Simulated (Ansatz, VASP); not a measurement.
**Ag in VASP and in Ansatz**

```
Ag
1.0
     2.93583    0.00000    0.00000
    -1.46791    2.54250    0.00000
     0.00000    0.00000    4.79096
Ag
2
Direct
  0.33333 0.66667 0.25000
  0.66667 0.33333 0.75000
```

Alike in both runs: functional PBE; k mesh 16 × 16 × 9; occupations fermi-dirac, width 0.05 eV; no spin polarisation.

Ansatz relaxed the structure, and its values are those at the end. VASP's run is a single point on that final structure, the one shown.

|  | VASP | Ansatz |
| --- | --- | --- |
| version | VASP 6.6.1 | Ansatz 0.2.0 |
| potentials or method | VASP PAW PBE potentials, release 64 (Ag), cutoff 500 eV | all-electron LAPW, scalar-relativistic |

VASP gave:

```
pressure (GPa) : -0.1
```

Question: Which values does Ansatz return?

Answer: Pressure (GPa): 0.0.

Ansatz ran all-electron here, and VASP with PAW potentials.
